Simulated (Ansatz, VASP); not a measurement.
## TiO in VASP and in Ansatz

File INCAR:

```
SYSTEM = TiO
ALGO = Normal
EDIFF = 1E-6
ENCUT = 520
GGA = PS
ISIF = 2
ISMEAR = 0
LASPH = .True.
LCHARG = .False.
LREAL = .False.
LWAVE = .False.
NBANDS = 16
NELM = 100
PREC = Accurate
SIGMA = 0.15
```

Contents of KPOINTS:

```
k-points
0
Gamma
  30 30 24
  0 0 0
```

File POSCAR:

```
TiO
1.0
    3.0042361878      0.0000000000      0.0000000000
   -1.5021180939      2.6017448576      0.0000000000
    0.0000000000      0.0000000000      2.4078618047
Ti O
1 1
Direct
    0.6666666667      0.3333333333      0.0000000000
    0.0000000000      0.0000000000      0.5000000000
```

Input for Ansatz:

```yaml
crystal:
  lattice:
    - [3.0042361878, 0.0, 0.0]
    - [-1.5021180939, 2.6017448576, 0.0]
    - [0.0, 0.0, 2.4078618047]
  atoms:
    - { symbol: Ti, position: [0.6666666667, 0.3333333333, 0.0] }
    - { symbol: O, position: [0.0, 0.0, 0.5] }
basis:
  ecutwfc: 420
kpoints:
  mp_grid: { grid: [30, 30, 24] }
hamiltonian:
  xc: pbesol
scf:
  occupations: { method: gaussian, width: 0.15 }
output:
  forces: true
  stress: true
  eigenvalues: true
```

Alike in both runs: task single point; functional PBEsol; k mesh 30 × 30 × 24; occupations gaussian, width 0.15 eV; no spin polarisation.

```csv
,VASP,Ansatz
version,VASP 6.6.1,Ansatz 0.2.0
potentials or method,"VASP PAW PBE potentials, release 64 (Ti_sv, O), cutoff 520 eV","scalar-relativistic, plane waves, PAW"
valence electrons in the cell,18,18
```

Ansatz gave:

* gap on the k mesh at the Fermi level (eV): none
* pressure (GPa): 12.1
* traceless stress, the component that is largest in VASP (GPa): 64.96

Question: Which values does VASP return?

Answer: gap on the k mesh at the Fermi level (eV): none; pressure (GPa): 13.0; traceless stress, the component that is largest in VASP (GPa): 65.01.

VASP's potentials were made for PBE, not for PBEsol. A gap of «none» marks a metal or a gap that the smearing closes. With one functional, cell and mesh, what is left measures potentials, basis and numerics.
